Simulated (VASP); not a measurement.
Runs of VASP 6.6.1 on MnS. Symmetry: F-43m, No. 216, cubic system. The conventional cell has a = 4.965 Å, b = 4.965 Å, c = 4.965 Å, α = 90.00°, β = 90.00°, γ = 90.00°. Mn (site symmetry -43m) has 4 S at 2.15 Å within 2.8 Å. Within 2.8 Å of S (site symmetry -43m) lie 4 Mn at 2.15 Å. 

```tsv
fixed moment (μB)	pressure (GPa)	moment (μB)
2.625	11.8	2.62
2.1875	7.3	2.19
3.0625	(a)	3.06
1.75	3.4	1.75
```

Alike in all rows: task single point; level PBEsol; potentials or basis VASP PAW PBE potentials, release 64 (Mn_pv, S); spin collinear, ferromagnetic start; cell as given; k mesh 16 × 16 × 16; cutoff (eV) 520; smearing gaussian 0.15 eV.

Q: Fill in the values left out.

A: (a) 16.9.

Caveats: the cell stands under pressure; the PAW data sets were made with another functional, which shifts forces and pressure a little; the total moment is fixed, so each spin has its own Fermi level; a cell with one magnetic atom can't hold antiferromagnetic order, which such compounds often take.
